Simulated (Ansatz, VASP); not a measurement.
## Two plane-wave programs on BN

```xyz
4
Lattice="2.5233 0.0000 0.0000 -1.2617 2.1853 0.0000 0.0000 0.0000 4.1752" Properties=species:S:1:pos:R:3 pbc="T T T"
B     1.2617    0.7284    4.1740
B     0.0000    1.4568    2.0864
N     1.2617    0.7284    2.6107
N     0.0000    1.4568    0.5231
```

Alike in both runs: functional LDA; k mesh 12 × 12 × 6; occupations gaussian, width 0.02 eV; no spin polarisation.

Ansatz relaxed the structure, and its values are those at the end. VASP's run is a single point on that final structure, the one shown.

```csv
,VASP,Ansatz
version,VASP 6.6.1,Ansatz 0.2.0
potentials or method,"VASP PAW LDA potentials, release 64 (B_h, N_h), cutoff 910 eV","scalar-relativistic, plane waves, PAW"
valence electrons in the cell,16,16
```

```tsv
	VASP	Ansatz	Ansatz less VASP
gap on the k mesh at the Fermi level (eV)	4.91	4.93	+0.022
least direct gap on the mesh (eV)	8.28	8.29	+0.008
```

LDA's correlation is that of Perdew and Zunger in VASP and of Perdew and Wang (1992) in Ansatz.

Noted on VASP's run: the cutoff is short for stress, so the pressure is rough.
